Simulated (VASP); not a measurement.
# PPt (Fm-3m) in VASP: density of states with PBEsol

Aim: the density of states of PPt with PBEsol.

All numbers are computed with VASP 6.6.1; they aren't measurements. Logs are shortened: lines on timing, memory, paths and dates and some standing lists are left out, and cuts for length are marked.

### Step 1. The cell of the first run

It takes space group Fm-3m (No. 225, cubic). The conventional cell has a = 4.963 Å, b = 4.963 Å, c = 4.963 Å, α = 90.00°, β = 90.00°, γ = 90.00°. Within 3.3 Å of Pt (site symmetry m-3m) lie 6 P at 2.48 Å. Within 3.3 Å of P (site symmetry m-3m) lie 6 Pt at 2.48 Å.

### Step 2. Density of states, PBEsol

POSCAR

```
PPt
1.0
    0.0000000000      2.4813580746      2.4813580746
    2.4813580746      0.0000000000      2.4813580746
    2.4813580746      2.4813580746      0.0000000000
Pt P
1 1
Direct
    0.5000000000      0.5000000000      0.5000000000
    0.0000000000      0.0000000000      0.0000000000
```

INCAR.step1

```
PREC = Accurate
ENCUT = 520
EDIFF = 1E-6
ISMEAR = 0
SIGMA = 0.05
LREAL = F
LASPH = T
NELM = 60
ALGO = Normal
ISIF = 2
LWAVE = F
LCHARG = T
LMAXMIX = 4
GGA = PS
NBANDS = 14
```

KPOINTS.step1

```
regular mesh
0
Gamma
  12 12 12
```

INCAR.step2

```
PREC = Accurate
ENCUT = 520
EDIFF = 1E-6
ISMEAR = -5
SIGMA = 0.05
LREAL = F
LASPH = T
NELM = 60
ALGO = Normal
ISIF = 2
LWAVE = F
LCHARG = F
LMAXMIX = 4
GGA = PS
LORBIT = 11
NBANDS = 14
NEDOS = 2001
ICHARG = 11
```

KPOINTS.step2

```
regular mesh
0
Gamma
  18 18 18
```

Potentials or basis: VASP PAW PBE potentials, release 64 (Pt, P).

Started as:

```
cat potpaw_PBE.64/Pt/POTCAR potpaw_PBE.64/P/POTCAR > POTCAR
cp INCAR.step1 INCAR
cp KPOINTS.step1 KPOINTS
mpirun -np 1 vasp_std > vasp.out
cp INCAR.step2 INCAR
cp KPOINTS.step2 KPOINTS
mpirun -np 1 vasp_std > vasp.out
```

OUTCAR:

```text
PREC = Accurate
   ENCUT = 520
   EDIFF = 1E-6
   ISMEAR = -5
   LREAL = F
   LASPH = T
   NELM = 60
   ISIF = 2
   GGA = PS
   LORBIT = 11
   ICHARG = 11

 ion  position               nearest neighbor table
   1  0.500  0.500  0.500-   2 2.48   2 2.48   2 2.48   2 2.48   2 2.48   2 2.48
   2  0.000  0.000  0.000-   1 2.48   1 2.48   1 2.48   1 2.48   1 2.48   1 2.48

  LATTYP: Found a face centered cubic cell.
 ALAT       =     4.9627161492

  Lattice vectors:

 A1 = (   0.0000000000,   2.4813580746,   2.4813580746)
 A2 = (   2.4813580746,   0.0000000000,   2.4813580746)
 A3 = (   2.4813580746,   2.4813580746,   0.0000000000)

Analysis of symmetry for initial positions (statically):
=====================================================================
 Subroutine PRICEL returns:
 Original cell was already a primitive cell.

 Routine SETGRP: Setting up the symmetry group for a
 face centered cubic supercell.

 Subroutine GETGRP returns: Found 48 space group operations
 (whereof 48 operations were pure point group operations)
 out of a pool of 48 trial point group operations.

The static configuration has the point symmetry O_h .

Analysis of symmetry for dynamics (positions and initial velocities):
=====================================================================
 Subroutine PRICEL returns:
 Original cell was already a primitive cell.

 Routine SETGRP: Setting up the symmetry group for a
 face centered cubic supercell.

 Subroutine GETGRP returns: Found 48 space group operations
 (whereof 48 operations were pure point group operations)
 out of a pool of 48 trial point group operations.

The dynamic configuration has the point symmetry O_h .

 Subroutine INISYM returns: Found 48 space group operations
 (whereof 48 operations are pure point group operations),
 and found     1 'primitive' translations

----------------------------------------------------------------------------------------

                                     Primitive cell

  volume of cell :      30.5561

  direct lattice vectors                    reciprocal lattice vectors
     0.000000000  2.481358075  2.481358075    -0.201502558  0.201502558  0.201502558
     2.481358075  0.000000000  2.481358075     0.201502558 -0.201502558  0.201502558
     2.481358075  2.481358075  0.000000000     0.201502558  0.201502558 -0.201502558

  length of vectors
     3.509170242  3.509170242  3.509170242     0.349012669  0.349012669  0.349012669

  position of ions in fractional coordinates (direct lattice)
     0.500000000  0.500000000  0.500000000
     0.000000000  0.000000000  0.000000000

  ion indices of the primitive-cell ions
   primitive index   ion index
                 1           1
                 2           2

----------------------------------------------------------------------------------------

 KPOINTS: regular mesh

Automatic generation of k-mesh.
 Grid dimensions read from file:
 generate k-points for:   18   18   18

 Generating k-lattice:

  Cartesian coordinates                     Fractional coordinates (reciprocal lattice)
    -0.011194587  0.011194587  0.011194587     0.055555556  0.000000000  0.000000000
     0.011194587 -0.011194587  0.011194587     0.000000000  0.055555556  0.000000000
     0.011194587  0.011194587 -0.011194587     0.000000000  0.000000000  0.055555556

  Length of vectors
     0.019389593  0.019389593  0.019389593

  Shift w.r.t. Gamma in fractional coordinates (k-lattice)
     0.000000000  0.000000000  0.000000000

 TETIRR: Found    806 inequivalent tetrahedra from    34992

 Subroutine IBZKPT returns following result:
 ===========================================

 Found    195 irreducible k-points:

 Following reciprocal coordinates:
            Coordinates               Weight
  0.000000  0.000000  0.000000      1.000000
  0.055556  0.000000  0.000000      8.000000
  0.111111  0.000000  0.000000      8.000000
  0.166667  0.000000  0.000000      8.000000
  0.222222  0.000000  0.000000      8.000000
  0.277778  0.000000  0.000000      8.000000
[... 16 lines left out ...]
 -0.277778  0.055556  0.000000     24.000000
 -0.222222  0.055556  0.000000     24.000000
 [... further k-points ...]
   k-points           NKPTS =    195   k-points in BZ     NKDIM =    195   number of bands    NBANDS=     14
   number of dos      NEDOS =   2001   number of ions     NIONS =      2
   total plane-waves  NPLWV =  21952
   dimension x,y,z NGX =    28 NGY =   28 NGZ =   28
   dimension x,y,z NGXF=    56 NGYF=   56 NGZF=   56
   ions per type =               1   1
   NGX,Y,Z   is equivalent  to a cutoff of  13.26, 13.26, 13.26 a.u.
   NGXF,Y,Z  is equivalent  to a cutoff of  26.53, 26.53, 26.53 a.u.
 SYSTEM =  unknown system
   PREC   = accura    normal or accurate (medium, high low for compatibility)
   ISTART =      0    job   : 0-new  1-cont  2-samecut
   ICHARG =     11    charge: 1-file 2-atom 10-const
   ISPIN  =      1    spin polarized calculation?
   LNONCOLLINEAR =      F non collinear calculations
   LSORBIT =      F    spin-orbit coupling
   LASPH  =      T    aspherical Exc in radial PAW
   ENCUT  =  520.0 eV  38.22 Ry    6.18 a.u.   6.52  6.52  6.52*2*pi/ulx,y,z
   NELM   =     60;   NELMIN=  2; NELMDL=  0     # of ELM steps
   EDIFF  = 0.1E-05   stopping-criterion for ELM
   LREAL  =      F    real-space projection
   EDIFFG = 0.1E-04   stopping-criterion for IOM
   NSW    =      0    number of steps for IOM
   IBRION =     -1    ionic relax: 0-MD 1-quasi-New 2-CG
   NFREE  =      0    steps in history (QN), initial steepest desc. (CG)
   ISIF   =      2    stress and relaxation
   ISYM   =      2    0-nonsym 1-usesym 2-fastsym
   POTIM  = 0.5000    time-step for ionic-motion
   TEBEG  =    0.0;   TEEND  =   0.0 temperature during run
   PSTRESS=    0.0 pullay stress
   NELECT =      15.0000    total number of electrons
   NUPDOWN=      -1.0000    fix difference up-down
   EMIN   =  10.00;   EMAX   =-10.00  energy-range for DOS
   EFERMI =   0.00;   METHOD = LEGACY
   ISMEAR =    -5;   SIGMA  =   0.05  broadening in eV -4-tet -1-fermi 0-gaus
   EFERMI_NEDOS =   21; number of points for ismear=-14 and -15
   IALGO  =     38    algorithm
   IMIX   =      4    mixing-type and parameters
     AMIX     =   0.40;   BMIX     =  1.00
     AMIX_MAG =   1.60;   BMIX_MAG =  1.00
  volume/ion in A,a.u.               =      15.28       103.10
  Fermi-wavevector in a.u.,A,eV,Ry     =   1.291435  2.440458 22.691848  1.667804
  Thomas-Fermi vector in A             =   2.423205
   LORBIT       =     11    0 simple, 1 ext, 2 COOP (PROOUT), +10 PAW based schemes
   GGA     = PS    functional components
   LHFCALC =     F    Hartree Fock is set to
   AEXX    =    0.0000 exact exchange contribution
   IVDW    =     0    specifies the selected vdW correction
   LEPSILON=     F    determine dielectric tensor
   LRPA    =     F    only Hartree local field effects (RPA)
 non-spin polarized calculation
 Fermi weights with tetrahedron method with Bloechl corrections
  energy-cutoff  :      520.00
  volume of cell :       30.56
 maximum number of plane-waves:       869
 NGX is ok and might be reduce to    28

 number of electron      15.0000001 magnetization

 Free energy of the ion-electron system (eV)
  ---------------------------------------------------
  ext. energy  EPLUGINS =         0.00000000
  ---------------------------------------------------
  free energy    TOTEN  =       -13.15614944 eV

  energy without entropy =      -13.15614944  energy(sigma->0) =      -13.15614944

 E-fermi :   9.9528     XC(G=0): -12.3060

 val. band max:       10.1532078085   @ k =   0.1111   0.1111   0.0000
 cond. band min:       9.8635759596   @ k =  -0.3333   0.3889   0.1667
 fundamental gap:     -0.2896318489
 Fermi energy:         9.9527768855

 k-point     1 :       0.0000    0.0000    0.0000
  band No.  band energies     occupation
      1      -4.1017      2.00000
      2       5.8633      2.00000
      3       5.8633      2.00000
      4       5.8633      2.00000
      5       5.8806      2.00000
      6       5.8806      2.00000
      7      10.0489      0.07324
      8      10.0489      0.00000
      9      10.0489      0.00000
     10      15.2850      0.00000
     11      19.8605      0.00000
     12      21.7803      0.00000
     13      21.7803      0.00000
     14      21.7803      0.00000

 k-point     2 :       0.0556    0.0000    0.0000
  band No.  band energies     occupation
      1      -4.0456      2.00000
      2       5.7808      2.00000
      3       5.7808      2.00000
      4       5.7993      2.00000
      5       5.9022      2.00000
      6       5.9022      2.00000
      7       9.8526      1.92929
      8      10.2006      0.00000
      9      10.2006      0.00000
     10      15.5452      0.00000
     11      19.7369      0.00000
     12      21.6703      0.00000
     13      21.6703      0.00000
     14      21.7254      0.00000
[... 343 lines left out ...]
      1      -2.5605      2.00000
      2       3.6874      2.00000
      3       4.4009      2.00000
      4       4.6007      2.00000
      5       6.6466      2.00000
      6       6.8278      2.00000
      7       8.2969      2.00000
      8      12.0939      0.00000
      9      13.4326      0.00000
     10      15.6802      0.00000
     11      18.2139      0.00000
     12      18.4197      0.00000
     13      20.0774      0.00000
     14      22.3616      0.00000

 k-point    24 :      -0.2222    0.0556    0.0000
  band No.  band energies     occupation
      1      -3.0438      2.00000
      2       4.3629      2.00000
      3       4.6637      2.00000
      4       4.9136      2.00000
      5       6.3998      2.00000
      6       6.5768      2.00000
      7       8.5098      2.00000
      8      11.4696      0.00000
      9      12.6559      0.00000
     10      16.5212      0.00000
     11      19.0755      0.00000
     12      19.2273      0.00000
     13      19.3047      0.00000
     14      22.3213      0.00000

 [... further k-points ...]

------------------------ aborting loop because EDIFF is reached ----------------------------------------

  FORCE on cell =-STRESS in cart. coord.  units (eV):
  Direction    XX          YY          ZZ          XY          YZ          ZX
  --------------------------------------------------------------------------------------
  -------------------------------------------------------------------------------------
  Total       -0.0466929     -0.0466929     -0.0466929     -0.0000000      0.0000000     -0.0000000
  in kB       -2.4482904     -2.4482904     -2.4482904     -0.0000000      0.0000000     -0.0000000
  external PRESSURE =      -2.4482904 kB  Pullay stress =       0.0000000 kB

 VOLUME and BASIS-vectors are now :
 -----------------------------------------------------------------------------
  energy-cutoff  :      520.00
  volume of cell :       30.56
      direct lattice vectors                 reciprocal lattice vectors
     0.000000000  2.481358075  2.481358075    -0.201502558  0.201502558  0.201502558
     2.481358075  0.000000000  2.481358075     0.201502558 -0.201502558  0.201502558
     2.481358075  2.481358075  0.000000000     0.201502558  0.201502558 -0.201502558

 POSITION                                       TOTAL-FORCE (eV/Angst)
 -----------------------------------------------------------------------------------
      2.48136      2.48136      2.48136        -0.000000      0.000000     -0.000000
      0.00000      0.00000      0.00000         0.000000      0.000000      0.000000
 -----------------------------------------------------------------------------------
    total drift:                                0.000000      0.000000      0.000000

  FREE ENERGIE OF THE ION-ELECTRON SYSTEM (eV)
  ---------------------------------------------------
  free  energy   TOTEN  =       -13.1561494440 eV

  energy  without entropy=      -13.1561494440  energy(sigma->0) =      -13.15614944

 total charge

# of ion       s       p       d       tot
------------------------------------------
    1        0.767   0.546   8.152   9.465
    2        1.041   1.323   0.000   2.365
--------------------------------------------------
tot          1.809   1.869   8.152  11.830
```

It took 33 s on 1 thread of Intel Xeon 6975P-C (Granite Rapids), shared host; peak memory 0.22 GiB.

Results:

* Valence electrons inside the program's atomic spheres: Pt 9.46; P 2.37

Levels at points of the mesh, in eV from the Fermi level:
```
           k point  band 4  band 5  band 6  band 7  band 8  band 9  band 10  band 11
(0.00, 0.00, 0.00)   -4.09   -4.07   -4.07    0.10    0.10    0.10     5.33     9.91
(0.50, 0.00, 0.00)   -5.98   -2.62   -2.62   -1.77    3.82    4.95     4.95     6.05
(0.50, 0.50, 0.00)   -3.40   -2.27   -2.27   -2.18   -2.18   -1.27     1.84     9.05
```

Caveat: the PAW data sets were made with another functional, which shifts forces and pressure a little; spin-orbit coupling is left out, which moves the levels of the heavy elements; tetrahedron occupations give inexact forces and stress in metals.
